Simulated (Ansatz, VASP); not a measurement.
## Bi2Se3: VASP beside Ansatz

```xyz
5
Lattice="4.1579 0.0000 0.0000 0.0000 4.1579 0.0000 0.0000 0.0000 10.7758" Properties=species:S:1:pos:R:3 pbc="T T T"
Bi    0.0000    0.0000    0.0000
Bi    2.0789    2.0789    5.3879
Se    0.0000    0.0000    5.3879
Se    0.0000    0.0000    8.1675
Se    0.0000    0.0000    2.6083
```

Alike in both runs: functional PBE; k mesh 10 × 10 × 4; occupations gaussian, width 0.1 eV; no spin polarisation.

Ansatz relaxed the structure, and its values are those at the end. VASP's run is a single point on that final structure, the one shown.

|  | VASP | Ansatz |
| --- | --- | --- |
| version | VASP 6.6.1 | Ansatz 0.2.0 |
| potentials or method | VASP PAW PBE potentials, release 64 (Bi_d, Se), cutoff 520 eV | scalar-relativistic, plane waves, PAW |
| valence electrons in the cell | 48 | 78 |

|  | VASP | Ansatz | Ansatz less VASP |
| --- | --- | --- | --- |
| gap on the k mesh at the Fermi level (eV) | none | none | - |
| pressure (GPa) | 0.0 | 0.0 | +0.01 |

A gap of «none» marks a metal or a gap that the smearing closes. With one functional, cell and mesh, what is left measures potentials, basis and numerics. VASP's potentials hold 48 valence electrons a cell and Ansatz's 78, so a difference there can come from the potentials and not from the codes.

Neither program's run includes spin-orbit coupling.
